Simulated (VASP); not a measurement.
Runs of VASP 6.6.1 on CoGe3. The structure is that of space group Pm-3m (No. 221), or close to it. The cells are those of the table. 

```csv
task,level,cell,k mesh,cutoff (eV),gap on the mesh (eV),pressure (GPa)
single point,PBE,"a = 3.995 Å, 4 atoms",6 × 6 × 6,520,none,(a)
relaxation of cell and atoms,PBE,"relaxed from a = 3.992 Å, 4 atoms",10 × 10 × 10,600,none,-0.1
relaxation of cell and atoms,PBE,"relaxed from a = 3.995 Å, 4 atoms",10 × 10 × 10,600,none,0.0
single point,r2SCAN,"a = 3.992 Å, 4 atoms",10 × 10 × 10,520,none,-3.5
single point,PBE,"a = 3.992 Å, 4 atoms",10 × 10 × 10,520,none,0.1
```

Alike in all rows: potentials or basis VASP PAW PBE potentials, release 64 (Ge_d, Co); no spin polarisation; smearing gaussian 0.1 eV.

Estimate the missing entries.

(a) 0.4.

Caveats: the run has no spin polarisation, though such a crystal can be magnetic; the relaxation stopped at its first step, so nothing moved (at least some runs); the cell stands under tension (at least some runs); the PAW data sets were made with another functional, which shifts forces and pressure a little (at least some runs).

A k mesh can miss the band edges, and the runs leave out spin-orbit coupling on Ge.

A gap of «none» marks levels without a gap at the run's occupations.
